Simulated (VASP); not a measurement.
The system is C.

```
CELL_PARAMETERS angstrom
1.92608 0.00000 0.00000
0.00000 1.92608 0.00000
0.00000 0.00000 1.92608
ATOMIC_POSITIONS crystal
C 0.00000 0.00000 0.00000
```

| Item | Value |
| --- | --- |
| Program | VASP 6.6.1 |
| Task | relaxation of cell and atoms |
| Functional | PBE |
| Potentials or basis | VASP PAW PBE potentials, release 64 (C) |
| Cutoff | 600 eV |
| k mesh | 16 × 16 × 16 |
| Occupations | fermi-dirac, width 0.1 eV |
| Spin | no spin polarisation |

At the start: pressure -46.4 GPa; volume 7.15 Å³/atom.

**Question.** How do energy, volume and symmetry change on relaxing?

**Answer.** Over 6 steps the energy falls by 295.6 meV/atom and the volume is 5.52 Å³/atom (-22.8 %); space group Pm-3m (No. 221, to 0.05 Å).

The path:
| step | energy change (eV) | largest force (eV/Å) | pressure (GPa) | volume (Å³) |
| --- | --- | --- | --- | --- |
| 1 | 0.0000 | 0.0000 | -46.42 | 7.15 |
| 2 | -0.2755 | 0.0000 | 22.27 | 5.21 |
| 3 | -0.2956 | 0.0000 | -0.75 | 5.53 |
| 4 | -0.2956 | 0.0000 | 1.03 | 5.50 |
| 5 | -0.2956 | 0.0000 | -0.63 | 5.53 |
| 6 | -0.2956 | 0.0000 | 0.00 | 5.52 |

Final structure:
```
CELL_PARAMETERS angstrom
1.76714 0.00000 0.00000
0.00000 1.76714 0.00000
0.00000 0.00000 1.76714
ATOMIC_POSITIONS crystal
C 0.00000 0.00000 0.00000
```

Caveat: the volume moved by over 15 % at a fixed basis, so the end points are rough.
